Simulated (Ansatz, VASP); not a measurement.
## Tl in VASP and in Ansatz

The input INCAR:

```
SYSTEM = Tl
ALGO = Normal
EDIFF = 1E-6
ENCUT = 520
GGA = PE
ISIF = 2
ISMEAR = -1
LASPH = .TRUE.
LCHARG = .TRUE.
LELF = .TRUE.
LREAL = .FALSE.
LVHAR = .TRUE.
LWAVE = .FALSE.
NBANDS = 20
NELM = 80
PREC = Accurate
SIGMA = 0.05
```

Contents of KPOINTS:

```
k-points
0
G
  11 11 6
  0 0 0
```

File POSCAR:

```
Tl
1.0
    3.5237802386      0.0000000000      0.0000000000
   -1.7618901193      3.0516832040      0.0000000000
    0.0000000000      0.0000000000      5.6333608439
Tl
2
Direct
    0.3333333333      0.6666666667      0.2500000000
    0.6666666667      0.3333333333      0.7500000000
```

Input for Ansatz:

```yaml
crystal:
  lattice:
    - [3.5237802386, 0.0, 0.0]
    - [-1.7618901193, 3.051683204, 0.0]
    - [0.0, 0.0, 5.6333608439]
  atoms:
    - { symbol: Tl, position: [0.3333333333, 0.6666666667, 0.25] }
    - { symbol: Tl, position: [0.6666666667, 0.3333333333, 0.75] }
kpoints:
  mp_grid: { grid: [11, 11, 6] }
scf:
  occupations: { method: fermi_dirac, width: 0.05 }
hamiltonian:
  xc: pbe
  pseudopotentials: { kind: all_electron, lapw: { basis_error: 0.0005 } }
output:
  forces: true
  stress: true
  eigenvalues: true
```

Change from the starting cell: volume scaled by 1.06.

Alike in both runs: task single point; functional PBE; k mesh 11 × 11 × 6; occupations fermi-dirac, width 0.05 eV; no spin polarisation.

```csv
,VASP,Ansatz
version,VASP 6.6.1,Ansatz 0.2.0
potentials or method,"VASP PAW PBE potentials, release 64 (Tl_d), cutoff 520 eV","all-electron LAPW, scalar-relativistic"
```

```csv
,VASP,Ansatz,Ansatz less VASP
pressure (GPa),1.0,1.0,+0.07
"traceless stress, the component that is largest in VASP (GPa)",-0.18,-0.17,+0.011
```

Ansatz ran all-electron here, and VASP with PAW potentials.

Neither program's run includes spin-orbit coupling.
